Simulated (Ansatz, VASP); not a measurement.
# Two plane-wave programs on Nb

```xyz
2
Lattice="0.0000 2.9810 2.9810 2.9810 0.0000 2.9810 2.9810 2.9810 0.0000" Properties=species:S:1:pos:R:3 pbc="T T T"
Nb    0.7452    0.7452    0.7452
Nb    5.2167    5.2167    5.2167
```

Alike in both runs: task single point; functional BLYP; k mesh 10 × 10 × 10; occupations fermi-dirac, width 0.1 eV; no spin polarisation.

```csv
,VASP,Ansatz
version,VASP 6.6.1,Ansatz 0.2.0
potentials or method,"VASP PAW PBE potentials, release 64 (Nb_sv), cutoff 520 eV","plane waves (420 eV) with PAW, scalar-relativistic"
valence electrons in the cell,26,26
```

|  | VASP | Ansatz | Ansatz less VASP |
| --- | --- | --- | --- |
| pressure (GPa) | 2.5 | 2.6 | +0.03 |

VASP's potentials were made for PBE, not for BLYP.
